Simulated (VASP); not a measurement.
# As (Pm-3m) in VASP: notebook

Runs on As. Level: LDA. Tasks: single point, relaxation of cell and atoms.

Everything below comes from runs of VASP 6.6.1. Logs are shortened: lines on timing, memory, paths and dates and some standing lists are left out, and cuts for length are marked.

## 1. The cell of the first run

The structure is cubic, space group Pm-3m (No. 221). Conventional cell: a = 2.682 Å, b = 2.682 Å, c = 2.682 Å, α = 90.00°, β = 90.00°, γ = 90.00°. As (site symmetry m-3m) has 6 As at 2.68 Å within 3.5 Å.

## 2. Single point, LDA

The input, INCAR:

```
SYSTEM = As
ALGO = Normal
EDIFF = 1E-6
ENCUT = 500
GGA = CA
GGA_COMPAT = .FALSE.
ISIF = 2
ISMEAR = -1
LASPH = .TRUE.
LCHARG = .FALSE.
LREAL = .FALSE.
LWAVE = .FALSE.
NBANDS = 8
NELM = 120
PREC = Accurate
SIGMA = 0.1
```

The input, KPOINTS:

```
k-points
0
G
  8 8 8
  0 0 0
```

The input, POSCAR:

```
As
1.0
    2.6815764248      0.0000000000      0.0000000000
    0.0000000000      2.6815764248      0.0000000000
    0.0000000000      0.0000000000      2.6815764248
As
1
Direct
    0.0000000000      0.0000000000      0.0000000000
```

Potentials or basis: VASP PAW LDA potentials, release 64 (As).

On the command line:

```sh
$ cat potpaw_LDA.64/As/POTCAR > POTCAR
$ mpirun -np 1 vasp_std > vasp.out
```

OUTCAR:

```text
SYSTEM = As
   EDIFF = 1E-6
   ENCUT = 500
   GGA = CA
   ISIF = 2
   ISMEAR = -1
   LASPH = .TRUE.
   LREAL = .FALSE.
   NELM = 120
   PREC = Accurate

 ion  position               nearest neighbor table
   1  0.000  0.000  0.000-

  LATTYP: Found a simple cubic cell.
 ALAT       =     2.6815764248

  Lattice vectors:

 A1 = (   2.6815764248,   0.0000000000,   0.0000000000)
 A2 = (   0.0000000000,   2.6815764248,   0.0000000000)
 A3 = (   0.0000000000,   0.0000000000,   2.6815764248)

Analysis of symmetry for initial positions (statically):
=====================================================================
 Subroutine PRICEL returns:
 Original cell was already a primitive cell.

 Routine SETGRP: Setting up the symmetry group for a
 simple cubic supercell.

 Subroutine GETGRP returns: Found 48 space group operations
 (whereof 48 operations were pure point group operations)
 out of a pool of 48 trial point group operations.

The static configuration has the point symmetry O_h .

Analysis of symmetry for dynamics (positions and initial velocities):
=====================================================================
 Subroutine PRICEL returns:
 Original cell was already a primitive cell.

 Routine SETGRP: Setting up the symmetry group for a
 simple cubic supercell.

 Subroutine GETGRP returns: Found 48 space group operations
 (whereof 48 operations were pure point group operations)
 out of a pool of 48 trial point group operations.

The dynamic configuration has the point symmetry O_h .

 Subroutine INISYM returns: Found 48 space group operations
 (whereof 48 operations are pure point group operations),
 and found     1 'primitive' translations

----------------------------------------------------------------------------------------

                                     Primitive cell

  volume of cell :      19.2828

  direct lattice vectors                    reciprocal lattice vectors
     2.681576425  0.000000000  0.000000000     0.372914973  0.000000000  0.000000000
     0.000000000  2.681576425  0.000000000     0.000000000  0.372914973  0.000000000
     0.000000000  0.000000000  2.681576425     0.000000000  0.000000000  0.372914973

  length of vectors
     2.681576425  2.681576425  2.681576425     0.372914973  0.372914973  0.372914973

  position of ions in fractional coordinates (direct lattice)
     0.000000000  0.000000000  0.000000000

  ion indices of the primitive-cell ions
   primitive index   ion index
[... 70 lines left out ...]
   LASPH  =      T    aspherical Exc in radial PAW
   ENCUT  =  500.0 eV  36.75 Ry    6.06 a.u.   4.89  4.89  4.89*2*pi/ulx,y,z
   NELM   =    120;   NELMIN=  2; NELMDL= -5     # of ELM steps
   EDIFF  = 0.1E-05   stopping-criterion for ELM
   LREAL  =      F    real-space projection
   EDIFFG = 0.1E-04   stopping-criterion for IOM
   NSW    =      0    number of steps for IOM
   IBRION =     -1    ionic relax: 0-MD 1-quasi-New 2-CG
   NFREE  =      0    steps in history (QN), initial steepest desc. (CG)
   ISIF   =      2    stress and relaxation
   ISYM   =      2    0-nonsym 1-usesym 2-fastsym
   POTIM  = 0.5000    time-step for ionic-motion
   TEBEG  =    0.0;   TEEND  =   0.0 temperature during run
   PSTRESS=    0.0 pullay stress
   NELECT =       5.0000    total number of electrons
   NUPDOWN=      -1.0000    fix difference up-down
   EMIN   =  10.00;   EMAX   =-10.00  energy-range for DOS
   EFERMI =   0.00;   METHOD = LEGACY
   ISMEAR =    -1;   SIGMA  =   0.10  broadening in eV -4-tet -1-fermi 0-gaus
   EFERMI_NEDOS =   21; number of points for ismear=-14 and -15
   IALGO  =     38    algorithm
   IMIX   =      4    mixing-type and parameters
     AMIX     =   0.40;   BMIX     =  1.00
     AMIX_MAG =   1.60;   BMIX_MAG =  1.00
  volume/ion in A,a.u.               =      19.28       130.13
  Fermi-wavevector in a.u.,A,eV,Ry     =   1.043938  1.972757 14.827715  1.089806
  Thomas-Fermi vector in A             =   2.178669
   LORBIT       =      0    0 simple, 1 ext, 2 COOP (PROOUT), +10 PAW based schemes
   GGA     = CA    functional components
   LHFCALC =     F    Hartree Fock is set to
   AEXX    =    0.0000 exact exchange contribution
   IVDW    =     0    specifies the selected vdW correction
   LEPSILON=     F    determine dielectric tensor
   LRPA    =     F    only Hartree local field effects (RPA)
 non-spin polarized calculation
  energy-cutoff  :      500.00
  volume of cell :       19.28
 maximum number of plane-waves:       502
 NGX is ok and might be reduce to    20
   NGX =  9   NGY =  9   NGZ =  9

 number of electron       5.0000001 magnetization

 Free energy of the ion-electron system (eV)
  ---------------------------------------------------
  ext. energy  EPLUGINS =         0.00000000
  ---------------------------------------------------
  free energy    TOTEN  =        -5.30910817 eV

  energy without entropy =       -5.28825418  energy(sigma->0) =       -5.29868118

 E-fermi :   6.2129     XC(G=0): -10.6971

 val. band max:        6.1765523800   @ k =   0.3750   0.2500   0.1250
 cond. band min:       6.4892471308   @ k =   0.3750   0.2500   0.2500
 fundamental gap:      0.3126947508
 Fermi energy:         6.2128859978

 k-point     1 :       0.0000    0.0000    0.0000
  band No.  band energies     occupation
      1      -8.9805      2.00000
      2      10.4267      0.00000
      3      10.4267      0.00000
      4      10.4267      0.00000
      5      14.8375      0.00000
      6      14.8375      0.00000
      7      16.8660      0.00000
      8      31.4517      0.00000
[... 243 lines left out ...]
 k-point    24 :       0.5000    0.3750    0.1250
  band No.  band energies     occupation
      1      -2.9844      2.00000
      2       1.5094      2.00000
      3       3.6731      2.00000
      4      10.1477      0.00000
      5      12.3279      0.00000
      6      19.0985      0.00000
      7      20.9141      0.00000
      8      24.8142      0.00000

 [... further k-points ...]
[... 5 lines left out ...]
  --------------------------------------------------------------------------------------
  -------------------------------------------------------------------------------------
  Total        0.0454121      0.0454121      0.0454121      0.0000000      0.0000000      0.0000000
  in kB        3.7732127      3.7732127      3.7732127      0.0000000      0.0000000      0.0000000
  external PRESSURE =       3.7732127 kB  Pullay stress =       0.0000000 kB

 VOLUME and BASIS-vectors are now :
 -----------------------------------------------------------------------------
  energy-cutoff  :      500.00
  volume of cell :       19.28
      direct lattice vectors                 reciprocal lattice vectors
     2.681576425  0.000000000  0.000000000     0.372914973  0.000000000  0.000000000
     0.000000000  2.681576425  0.000000000     0.000000000  0.372914973  0.000000000
     0.000000000  0.000000000  2.681576425     0.000000000  0.000000000  0.372914973

 POSITION                                       TOTAL-FORCE (eV/Angst)
 -----------------------------------------------------------------------------------
      0.00000      0.00000      0.00000         0.000000      0.000000      0.000000
 -----------------------------------------------------------------------------------
    total drift:                               -0.000000     -0.000000      0.000000

  FREE ENERGIE OF THE ION-ELECTRON SYSTEM (eV)
  ---------------------------------------------------
  free  energy   TOTEN  =        -5.3091081721 eV

  energy  without entropy=       -5.2882541785  energy(sigma->0) =       -5.29868118
```

OSZICAR:

```text
N       E                     dE             d eps       ncg     rms          rms(c)
DAV:   1     0.234269186410E+01    0.23427E+01   -0.20852E+03   568   0.455E+02
DAV:   2    -0.523778667182E+01   -0.75805E+01   -0.69742E+01   760   0.506E+01
DAV:   3    -0.531633408164E+01   -0.78547E-01   -0.78418E-01   616   0.581E+00
DAV:   4    -0.531642806420E+01   -0.93983E-04   -0.93982E-04   864   0.227E-01
DAV:   5    -0.531642810607E+01   -0.41869E-07   -0.41712E-07   648   0.269E-03    0.246E+00
DAV:   6    -0.531183359521E+01    0.45945E-02   -0.43074E-04   672   0.153E-01    0.145E+00
DAV:   7    -0.530909974053E+01    0.27339E-02   -0.10461E-03   600   0.236E-01    0.585E-02
DAV:   8    -0.530910780338E+01   -0.80628E-05   -0.89656E-06   800   0.227E-02    0.832E-03
DAV:   9    -0.530910817206E+01   -0.36868E-06   -0.14280E-07   440   0.282E-03
   1 F= -.53091082E+01 E0= -.52986812E+01  d E =-.208540E-01
```

Wall time 1.7 s (1 thread of Intel Xeon 6975P-C (Granite Rapids), shared host); peak memory 0.11 GiB.

What came out:

```
Free energy : -5.3091 eV
Pressure    : 0.4 GPa
```

## 3. Relaxation of cell and atoms, LDA

The input, INCAR:

```
PREC = Accurate ; ENCUT = 500
EDIFF = 1E-7 ; ISMEAR = -1
SIGMA = 0.1 ; LREAL = False
LASPH = True ; NELM = 120
ALGO = Normal ; ISIF = 3
LWAVE = False ; LCHARG = False
GGA = CA ; IBRION = 2
NSW = 80 ; EDIFFG = -0.03
GGA_COMPAT = False ; NELMIN = 4
```

The input, KPOINTS:

```
regular mesh
0
Gamma
  8 8 8
```

POSCAR is that of step 2.

Potentials or basis: VASP PAW LDA potentials, release 64 (As).

On the command line:

```sh
$ cat potpaw_LDA.64/As/POTCAR > POTCAR
$ mpirun -np 1 vasp_std > vasp.out
```

It took 2.1 s on 1 thread of Intel Xeon 6975P-C (Granite Rapids), shared host; peak memory 0.11 GiB.

The run converged. Its results:

```
Free energy                            : -5.3092 eV
Relaxed volume                         : 19.41 Å³/atom
Relaxed cell                           : a = 2.687 Å, b = 2.687 Å, c = 2.687 Å, α = 90.00°, β = 90.00°, γ = 90.00°
Space group after relaxing (to 0.05 Å) : Pm-3m (No. 221)
Energy gained by relaxing              : 0.1 meV/atom
Ionic steps                            : 2
Pressure after relaxing                : -0.2 GPa
```

Final structure:
```
CELL_PARAMETERS angstrom
2.68739 0.00000 0.00000
0.00000 2.68739 0.00000
0.00000 0.00000 2.68739
ATOMIC_POSITIONS crystal
As 0.00000 0.00000 0.00000
```

Levels at points of the mesh, in eV from the Fermi level:
| k point | band 1 | band 2 | band 3 | band 4 | band 5 | band 6 |
| --- | --- | --- | --- | --- | --- | --- |
| (0.00, 0.00, 0.00) | -15.13 | 4.19 | 4.19 | 4.19 | 8.62 | 8.62 |
| (0.50, 0.00, 0.00) | -11.92 | -7.05 | 6.53 | 6.53 | 11.35 | 14.15 |
| (0.50, 0.50, 0.00) | -8.57 | -4.32 | -4.32 | 2.44 | 8.72 | 16.73 |
| (0.50, 0.50, 0.50) | -4.88 | -1.83 | -1.83 | -1.83 | 5.97 | 5.97 |

## 4. Relaxation of cell and atoms, LDA

This run uses another cell than the first one, of 23.64 Å³/atom, 1.226 times its volume.

The input, INCAR:

```
SYSTEM = As
PREC = Accurate ; ENCUT = 500
EDIFF = 1E-7 ; ISMEAR = -1
SIGMA = 0.1 ; LREAL = .FALSE.
LASPH = .TRUE. ; NELM = 120
ALGO = Normal ; ISIF = 3
LWAVE = .FALSE. ; LCHARG = .FALSE.
GGA = CA ; IBRION = 2
NSW = 80 ; EDIFFG = -0.03
GGA_COMPAT = .FALSE. ; NELMIN = 4
```

The input, KPOINTS:

```
regular mesh
0
G
  8 8 8
  0 0 0
```

The input, POSCAR:

```
As
1.0
    2.8700000000      0.0000000000      0.0000000000
    0.0000000000      2.8700000000      0.0000000000
    0.0000000000      0.0000000000      2.8700000000
As
1
Direct
    0.0000000000      0.0000000000      0.0000000000
```

On the command line:

```sh
$ cat potpaw_LDA.64/As/POTCAR > POTCAR
$ mpirun -np 1 vasp_std > vasp.out
```

It took 3.3 s on 1 thread of Intel Xeon 6975P-C (Granite Rapids), shared host; peak memory 0.13 GiB.

It converged, with:

* Free energy: -5.3093 eV
* Relaxed volume: 19.34 Å³/atom
* Relaxed cell: a = 2.684 Å, b = 2.684 Å, c = 2.684 Å, α = 90.00°, β = 90.00°, γ = 90.00°
* Space group after relaxing (to 0.05 Å): Pm-3m (No. 221)
* Energy gained by relaxing: 196.3 meV/atom
* Ionic steps: 3
* Pressure after relaxing: 0.1 GPa

The path:
| step | energy change (eV) | largest force (eV/Å) | pressure (GPa) | volume (Å³) |
| --- | --- | --- | --- | --- |
| 1 | 0.0000 | 0.0000 | -12.26 | 23.64 |
| 2 | -0.1640 | 0.0000 | 7.87 | 17.98 |
| 3 | -0.1963 | 0.0000 | 0.10 | 19.34 |

Final structure:
```cif
data_structure
_symmetry_space_group_name_H-M 'P 1'
_symmetry_Int_Tables_number 1
_cell_length_a 2.6842
_cell_length_b 2.6842
_cell_length_c 2.6842
_cell_angle_alpha 90.000
_cell_angle_beta 90.000
_cell_angle_gamma 90.000
_cell_volume 19.34
loop_
_atom_site_label
_atom_site_type_symbol
_atom_site_fract_x
_atom_site_fract_y
_atom_site_fract_z
_atom_site_occupancy
As1 As 0.00000 0.00000 0.00000 1
```

Levels at points of the mesh, in eV from the Fermi level:
| k point | band 1 | band 2 | band 3 | band 4 | band 5 | band 6 |
| --- | --- | --- | --- | --- | --- | --- |
| (0.00, 0.00, 0.00) | -15.16 | 4.20 | 4.20 | 4.20 | 8.62 | 8.62 |
| (0.50, 0.00, 0.00) | -11.94 | -7.08 | 6.55 | 6.55 | 11.36 | 14.17 |
| (0.50, 0.50, 0.00) | -8.57 | -4.34 | -4.34 | 2.42 | 8.76 | 16.77 |
| (0.50, 0.50, 0.50) | -4.85 | -1.84 | -1.84 | -1.84 | 5.96 | 5.96 |

Caveat: the volume moved by over 15 % at a fixed basis, so the end points are rough.

## 5. The runs side by side

| task | cell | gap on the mesh (eV) | pressure (GPa) | relaxed volume (Å³/atom) |
| --- | --- | --- | --- | --- |
| single point | a = 2.682 Å, 1 atom | none | 0.4 | - |
| relaxation of cell and atoms | relaxed from a = 2.682 Å, 1 atom | none | -0.2 | 19.41 |
| relaxation of cell and atoms | relaxed from a = 2.870 Å, 1 atom | none | 0.1 | 19.34 |

Alike in all rows: level LDA; potentials or basis VASP PAW LDA potentials, release 64 (As); no spin polarisation; k mesh 8 × 8 × 8; cutoff (eV) 500; smearing fermi-dirac 0.1 eV.

Caveats: the volume moved by over 15 % at a fixed basis, so the end points are rough (some runs).

Total energies depend on the potentials used, so only differences within one code and one set of settings carry meaning.
